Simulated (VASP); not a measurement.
A run of VASP 6.6.1 is set up as follows.

File INCAR:

```
PREC     = Accurate       # precision mode
ENCUT    = 520            # plane-wave cutoff, eV
EDIFF    = 1E-7           # SCF threshold, eV
ISMEAR   = -1             # smearing method
SIGMA    = 0.1            # smearing width, eV
LREAL    = False          # projectors in reciprocal space
LASPH    = True           # aspherical terms in the spheres
NELM     = 60             # most SCF steps
ALGO     = Normal         # electronic algorithm
ISIF     = 2              # what is computed and relaxed
LWAVE    = False          # write WAVECAR
LCHARG   = True           # write CHGCAR
GGA      = CA             # functional
LELF     = True           # ELF
LVHAR    = True         
NBANDS   = 12             # bands
```

File KPOINTS:

```
Automatic mesh
0
Gamma
  4 4 4
```

File POSCAR:

```
In
1.0
    0.0000000000      3.7945500000      3.7945500000
    3.7945500000      0.0000000000      3.7945500000
    3.7945500000      3.7945500000      0.0000000000
In
1
Direct
    0.0000000000      0.0000000000      0.0000000000
```

Potentials or basis: VASP PAW LDA potentials, release 64 (In_d).

Launch:

```bash
$ cat potpaw_LDA.64/In_d/POTCAR > POTCAR
$ mpirun -np 1 vasp_std > vasp.out
```

Predict the pressure.

-1.8 GPa.
